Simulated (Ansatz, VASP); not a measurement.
**Cs in VASP and in Ansatz**

```xyz
2
Lattice="2.7093 1.5642 8.6407 -2.7093 1.5642 8.6407 0.0000 -3.1284 8.6407" Properties=species:S:1:pos:R:3 pbc="T T T"
Cs    0.0000    0.0000    6.4802
Cs    0.0000    0.0000   19.4418
```

Alike in both runs: functional PBEsol; k mesh 12 × 12 × 12; occupations gaussian, width 0.1 eV; no spin polarisation.

Ansatz relaxed the structure, and its values are those at the end. VASP's run is a single point on that final structure, the one shown.

```csv
,VASP,Ansatz
version,VASP 6.6.1,Ansatz 0.2.0
potentials or method,"VASP PAW PBE potentials, release 64 (Cs_sv), cutoff 520 eV","scalar-relativistic, plane waves, PAW"
valence electrons in the cell,18,18
```

|  | VASP | Ansatz | Ansatz less VASP |
| --- | --- | --- | --- |
| gap on the k mesh at the Fermi level (eV) | none | none | - |
| pressure (GPa) | 0.0 | 0.0 | +0.01 |

VASP's potentials were made for PBE, not for PBEsol. A gap of «none» marks a metal or a gap that the smearing closes.

Neither program's run includes spin-orbit coupling.
